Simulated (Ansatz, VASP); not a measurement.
## Two plane-wave programs on SrO

```
Sr O
1.0
     0.00000    2.62862    2.62862
     2.62862    0.00000    2.62862
     2.62862    2.62862    0.00000
Sr O
1 1
Direct
  0.00000 0.00000 0.00000
  0.50000 0.50000 0.50000
```

Alike in both runs: functional RPBE; k mesh 8 × 8 × 8; no spin polarisation.

Ansatz relaxed the structure, and its values are those at the end. VASP's run is a single point on that final structure, the one shown.

|  | VASP | Ansatz |
| --- | --- | --- |
| version | VASP 6.6.1 | Ansatz 0.2.0 |
| potentials or method | VASP PAW PBE potentials, release 64 (Sr_sv, O), cutoff 600 eV | scalar-relativistic, plane waves, PAW |
| occupations | gaussian, width 0.01 eV | fixed |
| valence electrons in the cell | 16 | 16 |

|  | VASP | Ansatz | Ansatz less VASP |
| --- | --- | --- | --- |
| gap on the k mesh at the Fermi level (eV) | 3.41 | 3.45 | +0.045 |
| least direct gap on the mesh (eV) | 3.53 | 3.57 | +0.036 |
| pressure (GPa) | 0.3 | 0.0 | -0.34 |

VASP's potentials were made for PBE, not for RPBE.
